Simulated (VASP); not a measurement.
A run of VASP 6.6.1:

File INCAR:

```
SYSTEM = HfO2
ALGO = Normal ; EDIFF = 1E-6
ENCUT = 520 ; GGA = PE
ISIF = 2 ; ISMEAR = -1
LASPH = .True. ; LCHARG = .True.
LELF = .True. ; LREAL = .False.
LVHAR = .True. ; LWAVE = .False.
NBANDS = 18 ; NELM = 100
PREC = Accurate ; SIGMA = 0.02
```

The input KPOINTS:

```
k-points
0
Gamma
  8 8 8
  0 0 0
```

POSCAR

```
HfO2
1.0
    0.0000000000      2.4280150264      2.4280150264
    2.4280150264      0.0000000000      2.4280150264
    2.4280150264      2.4280150264      0.0000000000
Hf O
1 2
Direct
    0.0000000000      0.0000000000      0.0000000000
    0.2500000000      0.2500000000      0.2500000000
    0.7500000000      0.7500000000      0.7500000000
```

Potentials or basis: VASP PAW PBE potentials, release 64 (Hf_pv, O).

Run with:

```sh
$ cat potpaw_PBE.64/Hf_pv/POTCAR potpaw_PBE.64/O/POTCAR > POTCAR
$ mpirun -np 1 vasp_std > vasp.out
```

Hardware: 1 thread of Intel(R) Xeon(R) 6975P-C (Granite Rapids) (shared host).

Q: How long does it take, and how much memory?

A: Run time: 9.1 s on 1 thread of Intel(R) Xeon(R) 6975P-C (Granite Rapids) (shared host), peak memory 0.16 GiB. Counts: scf iterations 13, k points 29.
